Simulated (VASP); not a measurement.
# NiGe (Pnma) in VASP: single point with PBEsol

Aim: the single point of NiGe with PBEsol.

All numbers are computed with VASP 6.6.1; they aren't measurements. Logs are shortened: lines on timing, memory, paths and dates and some standing lists are left out, and cuts for length are marked.

## 1. The cell of the first run

Symmetry: Pnma, No. 62, orthorhombic system. Conventional cell: a = 5.311 Å, b = 3.440 Å, c = 5.567 Å, α = 90.00°, β = 90.00°, γ = 90.00°. Within 3.0 Å of Ni (site symmetry m) lie 6 Ge at 2.29 to 2.43 Å and 4 Ni at 2.72 to 2.74 Å. Ge (site symmetry m) has 6 Ni at 2.29 to 2.43 Å and 2 Ge at 2.82 Å within 3.0 Å.

## 2. Single point, PBEsol (strain -0.0300 x Voigt [0, 0, 1, 0, 0, 0])

Contents of INCAR:

```
ALGO     = Normal         # electronic algorithm
EDIFF    = 1E-6           # SCF threshold, eV
ENCUT    = 520            # plane-wave cutoff, eV
GGA      = PS             # functional
ISIF     = 2              # what is computed and relaxed
ISMEAR   = 0              # smearing method
LASPH    = True           # aspherical terms in the spheres
LCHARG   = False          # write CHGCAR
LREAL    = False          # projectors in reciprocal space
LWAVE    = False          # write WAVECAR
NBANDS   = 58             # bands
NELM     = 80             # most SCF steps
PREC     = Accurate       # precision mode
SIGMA    = 0.15           # smearing width, eV
```

Contents of KPOINTS:

```
k-points
0
Gamma
  8 12 8
```

Contents of POSCAR:

```
NiGe
1.0
    5.3107947876      0.0000000000      0.0000000000
    0.0000000000      3.4400167648      0.0000000000
    0.0000000000      0.0000000000      5.5670797738
Ni Ge
4 4
Direct
    0.9929865338      0.7500000000      0.1888713156
    0.0070134662      0.2500000000      0.8111286844
    0.5070134662      0.2500000000      0.6888713156
    0.4929865338      0.7500000000      0.3111286844
    0.8116425502      0.7500000000      0.5883967035
    0.1883574498      0.2500000000      0.4116032965
    0.6883574498      0.2500000000      0.0883967035
    0.3116425502      0.7500000000      0.9116032965
```

Potentials or basis: VASP PAW PBE potentials, release 64 (Ni, Ge_d).

The run is started by

```bash
$ cat potpaw_PBE.64/Ni/POTCAR potpaw_PBE.64/Ge_d/POTCAR > POTCAR
$ mpirun -np 1 vasp_std > vasp.out
```

OUTCAR:

```text
EDIFF = 1E-6
   ENCUT = 520
   GGA = PS
   ISIF = 2
   ISMEAR = 0
   LASPH = True
   LREAL = False
   NELM = 80
   PREC = Accurate

 ion  position               nearest neighbor table
   1  0.993  0.750  0.189-   8 2.29   6 2.36   6 2.36   5 2.42   7 2.43   7 2.43   2 2.72   2 2.72
                             4 2.74   4 2.74
   2  0.007  0.250  0.811-   7 2.29   5 2.36   5 2.36   6 2.42   8 2.43   8 2.43   1 2.72   1 2.72
                             3 2.74   3 2.74
   3  0.507  0.250  0.689-   6 2.29   8 2.36   8 2.36   7 2.42   5 2.43   5 2.43   4 2.72   4 2.72
                             2 2.74   2 2.74
   4  0.493  0.750  0.311-   5 2.29   7 2.36   7 2.36   8 2.42   6 2.43   6 2.43   3 2.72   3 2.72
                             1 2.74   1 2.74
   5  0.812  0.750  0.588-   4 2.29   2 2.36   2 2.36   1 2.42   3 2.43   3 2.43   6 2.82   6 2.82

   6  0.188  0.250  0.412-   3 2.29   1 2.36   1 2.36   2 2.42   4 2.43   4 2.43   5 2.82   5 2.82

   7  0.688  0.250  0.088-   2 2.29   4 2.36   4 2.36   3 2.42   1 2.43   1 2.43   8 2.82   8 2.82

   8  0.312  0.750  0.912-   1 2.29   3 2.36   3 2.36   4 2.42   2 2.43   2 2.43   7 2.82   7 2.82

  LATTYP: Found a simple orthorhombic cell.
 ALAT       =     3.4400167648
 B/A-ratio  =     1.5438281702
 C/A-ratio  =     1.6183292566

  Lattice vectors:

 A1 = (   0.0000000000,  -3.4400167648,   0.0000000000)
 A2 = (   5.3107947876,   0.0000000000,   0.0000000000)
 A3 = (   0.0000000000,   0.0000000000,   5.5670797738)

Analysis of symmetry for initial positions (statically):
=====================================================================
 Subroutine PRICEL returns:
 Original cell was already a primitive cell.

 Routine SETGRP: Setting up the symmetry group for a
 simple orthorhombic supercell.

 Subroutine GETGRP returns: Found  8 space group operations
 (whereof  2 operations were pure point group operations)
 out of a pool of  8 trial point group operations.

The static configuration has the point symmetry S_2 .
 The point group associated with its full space group is D_2h.

Analysis of symmetry for dynamics (positions and initial velocities):
=====================================================================
 Subroutine PRICEL returns:
 Original cell was already a primitive cell.

 Routine SETGRP: Setting up the symmetry group for a
 simple orthorhombic supercell.

 Subroutine GETGRP returns: Found  8 space group operations
 (whereof  2 operations were pure point group operations)
 out of a pool of  8 trial point group operations.

The dynamic configuration has the point symmetry S_2 .
 The point group associated with its full space group is D_2h.

 Subroutine INISYM returns: Found  8 space group operations
 (whereof  2 operations are pure point group operations),
 and found     1 'primitive' translations

----------------------------------------------------------------------------------------

                                     Primitive cell

  volume of cell :     101.7062

  direct lattice vectors                    reciprocal lattice vectors
     5.310794788  0.000000000  0.000000000     0.188295734  0.000000000  0.000000000
     0.000000000  3.440016765  0.000000000     0.000000000  0.290696258  0.000000000
     0.000000000  0.000000000  5.567079774     0.000000000  0.000000000  0.179627388

  length of vectors
     5.310794788  3.440016765  5.567079774     0.188295734  0.290696258  0.179627388

  position of ions in fractional coordinates (direct lattice)
     0.992986534  0.750000000  0.188871316
     0.007013466  0.250000000  0.811128684
     0.507013466  0.250000000  0.688871316
     0.492986534  0.750000000  0.311128684
     0.811642550  0.750000000  0.588396704
     0.188357450  0.250000000  0.411603296
     0.688357450  0.250000000  0.088396704
     0.311642550  0.750000000  0.911603296

  ion indices of the primitive-cell ions
   primitive index   ion index
                 1           1
                 2           2
                 3           3
                 4           4
                 5           5
                 6           6
                 7           7
                 8           8

----------------------------------------------------------------------------------------

 KPOINTS: k-points

Automatic generation of k-mesh.
 Grid dimensions read from file:
 generate k-points for:    8   12    8

 Generating k-lattice:

  Cartesian coordinates                     Fractional coordinates (reciprocal lattice)
     0.023536967  0.000000000  0.000000000     0.125000000  0.000000000  0.000000000
     0.000000000  0.024224688  0.000000000     0.000000000  0.083333333  0.000000000
     0.000000000  0.000000000  0.022453424     0.000000000  0.000000000  0.125000000

  Length of vectors
     0.023536967  0.024224688  0.022453424

  Shift w.r.t. Gamma in fractional coordinates (k-lattice)
     0.000000000  0.000000000  0.000000000

 Subroutine IBZKPT returns following result:
 ===========================================

 Found    175 irreducible k-points:

 Following reciprocal coordinates:
            Coordinates               Weight
  0.000000  0.000000  0.000000      1.000000
  0.125000  0.000000  0.000000      2.000000
  0.250000  0.000000  0.000000      2.000000
  0.375000  0.000000  0.000000      2.000000
  0.500000  0.000000  0.000000      1.000000
  0.000000  0.083333  0.000000      2.000000
[... 16 lines left out ...]
  0.250000  0.333333  0.000000      4.000000
  0.375000  0.333333  0.000000      4.000000
 [... further k-points ...]
   k-points           NKPTS =    175   k-points in BZ     NKDIM =    175   number of bands    NBANDS=     58
   number of dos      NEDOS =    301   number of ions     NIONS =      8
   total plane-waves  NPLWV =  47040
   dimension x,y,z NGX =    40 NGY =   28 NGZ =   42
   dimension x,y,z NGXF=    80 NGYF=   56 NGZF=   84
   ions per type =               4   4
   NGX,Y,Z   is equivalent  to a cutoff of  12.52, 13.53, 12.54 a.u.
   NGXF,Y,Z  is equivalent  to a cutoff of  25.04, 27.06, 25.08 a.u.
 SYSTEM =  unknown system
   PREC   = accura    normal or accurate (medium, high low for compatibility)
   ISTART =      0    job   : 0-new  1-cont  2-samecut
   ICHARG =      2    charge: 1-file 2-atom 10-const
   ISPIN  =      1    spin polarized calculation?
   LNONCOLLINEAR =      F non collinear calculations
   LSORBIT =      F    spin-orbit coupling
   LASPH  =      T    aspherical Exc in radial PAW
   ENCUT  =  520.0 eV  38.22 Ry    6.18 a.u.   9.87  6.40 10.35*2*pi/ulx,y,z
   NELM   =     80;   NELMIN=  2; NELMDL= -5     # of ELM steps
   EDIFF  = 0.1E-05   stopping-criterion for ELM
   LREAL  =      F    real-space projection
   EDIFFG = 0.1E-04   stopping-criterion for IOM
   NSW    =      0    number of steps for IOM
   IBRION =     -1    ionic relax: 0-MD 1-quasi-New 2-CG
   NFREE  =      0    steps in history (QN), initial steepest desc. (CG)
   ISIF   =      2    stress and relaxation
   ISYM   =      2    0-nonsym 1-usesym 2-fastsym
   POTIM  = 0.5000    time-step for ionic-motion
   TEBEG  =    0.0;   TEEND  =   0.0 temperature during run
   PSTRESS=    0.0 pullay stress
   NELECT =      96.0000    total number of electrons
   NUPDOWN=      -1.0000    fix difference up-down
   EMIN   =  10.00;   EMAX   =-10.00  energy-range for DOS
   EFERMI =   0.00;   METHOD = LEGACY
   ISMEAR =     0;   SIGMA  =   0.15  broadening in eV -4-tet -1-fermi 0-gaus
   EFERMI_NEDOS =   21; number of points for ismear=-14 and -15
   IALGO  =     38    algorithm
   IMIX   =      4    mixing-type and parameters
     AMIX     =   0.40;   BMIX     =  1.00
     AMIX_MAG =   1.60;   BMIX_MAG =  1.00
  volume/ion in A,a.u.               =      12.71        85.79
  Fermi-wavevector in a.u.,A,eV,Ry     =   1.605891  3.034694 35.087873  2.578886
  Thomas-Fermi vector in A             =   2.702165
   LORBIT       =      0    0 simple, 1 ext, 2 COOP (PROOUT), +10 PAW based schemes
   GGA     = PS    functional components
   LHFCALC =     F    Hartree Fock is set to
   AEXX    =    0.0000 exact exchange contribution
   IVDW    =     0    specifies the selected vdW correction
   LEPSILON=     F    determine dielectric tensor
   LRPA    =     F    only Hartree local field effects (RPA)
 non-spin polarized calculation
 Gauss-broadening in eV      SIGMA  =   0.15
  energy-cutoff  :      520.00
  volume of cell :      101.71
 maximum number of plane-waves:      2768
 NGX is ok and might be reduce to    40
   NGX = 19   NGY = 13   NGZ = 21

 number of electron      96.0000012 magnetization

 Free energy of the ion-electron system (eV)
  ---------------------------------------------------
  ext. energy  EPLUGINS =         0.00000000
  ---------------------------------------------------
  free energy    TOTEN  =       -47.21717967 eV

  energy without entropy =      -47.19074366  energy(sigma->0) =      -47.20396166

 E-fermi :   9.4836     XC(G=0): -12.9995

 val. band max:        9.4819917362   @ k =   0.5000   0.1667   0.2500
 cond. band min:       9.4838448407   @ k =   0.2500   0.5000   0.0000
 fundamental gap:      0.0018531045
 Fermi energy:         9.4836073862

 k-point     1 :       0.0000    0.0000    0.0000
  band No.  band energies     occupation
      1     -15.1620      2.00000
      2     -15.1453      2.00000
      3     -15.1416      2.00000
      4     -15.1383      2.00000
      5     -15.1219      2.00000
      6     -15.1000      2.00000
[... 50 lines left out ...]
     57      15.9400      0.00000
     58      16.1890      0.00000

 k-point     2 :       0.1250    0.0000    0.0000
  band No.  band energies     occupation
      1     -15.1613      2.00000
      2     -15.1460      2.00000
      3     -15.1411      2.00000
      4     -15.1376      2.00000
      5     -15.1218      2.00000
      6     -15.1009      2.00000
[... 50 lines left out ...]
     57      15.7428      0.00000
     58      15.9389      0.00000
[... 1279 lines left out ...]
     57      15.0644      0.00000
     58      17.1794      0.00000

 k-point    24 :       0.3750    0.3333    0.0000
  band No.  band energies     occupation
      1     -15.1533      2.00000
      2     -15.1508      2.00000
      3     -15.1303      2.00000
      4     -15.1272      2.00000
      5     -15.1194      2.00000
      6     -15.1087      2.00000
[... 50 lines left out ...]
     57      15.8543      0.00000
     58      16.8981      0.00000

 [... further k-points ...]

------------------------ aborting loop because EDIFF is reached ----------------------------------------

  FORCE on cell =-STRESS in cart. coord.  units (eV):
  Direction    XX          YY          ZZ          XY          YZ          ZX
  --------------------------------------------------------------------------------------
  -------------------------------------------------------------------------------------
  Total        2.7702574      2.4469336      5.1765397      0.0000000      0.0000000      0.0000000
  in kB       43.6398427     38.5465253     81.5459889      0.0000000      0.0000000      0.0000000
  external PRESSURE =      54.5774523 kB  Pullay stress =       0.0000000 kB

 VOLUME and BASIS-vectors are now :
 -----------------------------------------------------------------------------
  energy-cutoff  :      520.00
  volume of cell :      101.71
      direct lattice vectors                 reciprocal lattice vectors
     5.310794788  0.000000000  0.000000000     0.188295734  0.000000000  0.000000000
     0.000000000  3.440016765  0.000000000     0.000000000  0.290696258  0.000000000
     0.000000000  0.000000000  5.567079774     0.000000000  0.000000000  0.179627388

 POSITION                                       TOTAL-FORCE (eV/Angst)
 -----------------------------------------------------------------------------------
      5.27355      2.58001      1.05146        -0.118751     -0.000000     -0.104890
      0.03725      0.86000      4.51562         0.118751      0.000000      0.104890
      2.69264      0.86000      3.83500         0.118751     -0.000000     -0.104890
      2.61815      2.58001      1.73208        -0.118751     -0.000000      0.104890
      4.31047      2.58001      3.27565         0.046454      0.000000      0.187980
      1.00033      0.86000      2.29143        -0.046454     -0.000000     -0.187980
      3.65573      0.86000      0.49211        -0.046454      0.000000      0.187980
      1.65507      2.58001      5.07497         0.046454     -0.000000     -0.187980
 -----------------------------------------------------------------------------------
    total drift:                                0.000000     -0.000000      0.000000

  FREE ENERGIE OF THE ION-ELECTRON SYSTEM (eV)
  ---------------------------------------------------
  free  energy   TOTEN  =       -47.2171796726 eV

  energy  without entropy=      -47.1907436568  energy(sigma->0) =      -47.20396166
```

Run time: 10 min. Hardware: 1 thread of Intel Xeon Platinum 8559C (Emerald Rapids), shared host; peak memory 0.77 GiB.

Results:

| Property | Result |
| --- | --- |
| Free energy | -47.2172 eV |
| Pressure | 5.5 GPa |
| Largest force | 0.194 eV/Å |
| Band gap on the k mesh | zero (bands 48 and 49 overlap by 1.61 eV) |

Forces on the atoms (eV/Å):
```
Ni  -0.119  0.000 -0.105
Ni   0.119  0.000  0.105
Ni   0.119  0.000 -0.105
Ni  -0.119  0.000  0.105
Ge   0.046  0.000  0.188
Ge  -0.046  0.000 -0.188
Ge  -0.046  0.000  0.188
Ge   0.046  0.000 -0.188
```

Stress tensor (GPa, compression positive):
```
4.36 0.00 0.00
0.00 3.85 0.00
0.00 0.00 8.15
```

Caveat: the cell differs from its parent crystal (strain -0.0300 x Voigt [0, 0, 1, 0, 0, 0]); the cell stands under pressure; the PAW data sets were made with another functional, which shifts forces and pressure a little. Spin polarisation is off, so any magnetic state and its effect on volume and gap are missing.
